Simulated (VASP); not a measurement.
Set up this calculation in VASP 6.6.1, as the native input.

| Item | Value |
| --- | --- |
| Task | single point |
| Functional | PBEsol |
| Potentials or basis | VASP PAW PBE potentials, release 64 (Y_sv) |
| Cutoff | 520 eV |
| k mesh | 16 × 16 × 16 |
| Occupations | gaussian, width 0.15 eV |
| Spin | no spin polarisation |
| Dipole correction | no |
| Further INCAR settings | ALGO = Fast; EDIFF = 1e-06; NBANDS = 12 |

The structure of Y lies in POSCAR:

```
Y
1.0
    0.0000000000      2.3856000000      2.5844000000
    2.3856000000      0.0000000000      2.5844000000
    2.3856000000      2.3856000000      0.0000000000
Y
1
Direct
    0.0000000000      0.0000000000      0.0000000000
```

This cell differs from its parent crystal: strain -0.040 along x and y, +0.040 along z.

The input as run:

INCAR

```
SYSTEM = Y
ALGO = Fast ; EDIFF = 1E-6
ENCUT = 520 ; GGA = PS
ISIF = 2 ; ISMEAR = 0
LASPH = .TRUE. ; LCHARG = .FALSE.
LREAL = .FALSE. ; LWAVE = .FALSE.
NBANDS = 12 ; NELM = 100
PREC = Accurate ; SIGMA = 0.15
```

KPOINTS

```
k-points
0
G
  16 16 16
  0 0 0
```

Potentials or basis: VASP PAW PBE potentials, release 64 (Y_sv).

Run with:

```console
$ cat potpaw_PBE.64/Y_sv/POTCAR > POTCAR
$ mpirun -np 1 vasp_std > vasp.out
```

It gave:

| Item | Value |
| --- | --- |
| Pressure | 1.9 GPa |

Caveat: the cell differs from its parent crystal (strain -0.040 along x and y, +0.040 along z); the PAW data sets were made with another functional, which shifts forces and pressure a little.

Wall time 2.3 min on 1 thread of AMD EPYC 7R13 Processor (Zen 3) (shared host), peak memory 0.25 GiB.
